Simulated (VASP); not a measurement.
Here is a VASP 6.6.1 calculation.

INCAR

```
SYSTEM = ErSc2Sb3
PREC = Accurate ; ENCUT = 500
EDIFF = 1E-6 ; ISMEAR = 0
SIGMA = 0.2 ; LREAL = .False.
LASPH = .True. ; NELM = 200
ALGO = Normal ; ISIF = 2
LWAVE = .False. ; LCHARG = .False.
GGA = PE ; NBANDS = 32
GGA_COMPAT = .False. ; LMAXMIX = 6
```

Contents of KPOINTS:

```
Automatic mesh
0
Gamma
  4 4 3
  0 0 0
```

File POSCAR:

```
ErSc2Sb3
1.0
    6.5943020554      0.0000000035      0.0000000000
   -3.2971510308      5.7108330985      0.0000000000
    0.0000000000      0.0000000000      4.4046615634
Er Sc Sb
1 2 3
Direct
    0.0000000000      0.0000000000      0.3161849915
    0.3333333333      0.6666666667      0.8153412063
    0.6666666667      0.3333333333      0.8153412063
    0.4997665968      0.0000000000      0.3154049620
    0.0000000000      0.4997665968      0.3154049620
    0.5002334032      0.5002334032      0.3154049620
```

Potentials or basis: VASP PAW PBE potentials, release 64 (Er_3, Sc_sv, Sb), 4f in core.

The run is started by

```console
$ cat potpaw_PBE.64/Er_3/POTCAR potpaw_PBE.64/Sc_sv/POTCAR potpaw_PBE.64/Sb/POTCAR > POTCAR
$ mpirun -np 1 vasp_std > vasp.out
```

(1) Predict the largest force.

(2) Estimate the pressure.

(3) Estimate the band gap on the k mesh.

## Answers

(1) 0.004 eV/Å.

(2) 0.6 GPa.

(3) zero (bands 23 and 24 overlap by 0.83 eV).

Caveat: the k points lie up to 0.48 Å⁻¹ apart, too coarse for converged energies and pressures of a metal; spin-orbit coupling is left out, which moves the levels of the heavy elements; the 4f electrons are frozen in the core, so they carry no moment and show no levels.
